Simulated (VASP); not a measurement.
A run of VASP 6.6.1 is set up as follows.

INCAR

```
SYSTEM = Br
ALGO = Normal
EDIFF = 1E-7
ENCUT = 520
GGA = PS
ISIF = 2
ISMEAR = -1
LASPH = .TRUE.
LCHARG = .TRUE.
LELF = .TRUE.
LREAL = .FALSE.
LVHAR = .TRUE.
LWAVE = .FALSE.
NBANDS = 10
NELM = 100
PREC = Accurate
SIGMA = 0.05
```

KPOINTS

```
k-points
0
G
  16 16 16
  0 0 0
```

POSCAR

```
Br
1.0
   -1.3746662885      1.3746662885      1.3746662885
    1.3746662885     -1.3746662885      1.3746662885
    1.3746662885      1.3746662885     -1.3746662885
Br
1
Direct
    0.0000000000      0.0000000000      0.0000000000
```

Potentials or basis: VASP PAW PBE potentials, release 64 (Br).

The run is started by

```bash
$ cat potpaw_PBE.64/Br/POTCAR > POTCAR
$ mpirun -np 1 vasp_std > vasp.out
```

Predict the pressure.

254.9 GPa.

Caveat: the PAW data sets were made with another functional, which shifts forces and pressure a little; an odd number of electrons without spin polarisation forces a metal; a magnetic or distorted state may lie lower.
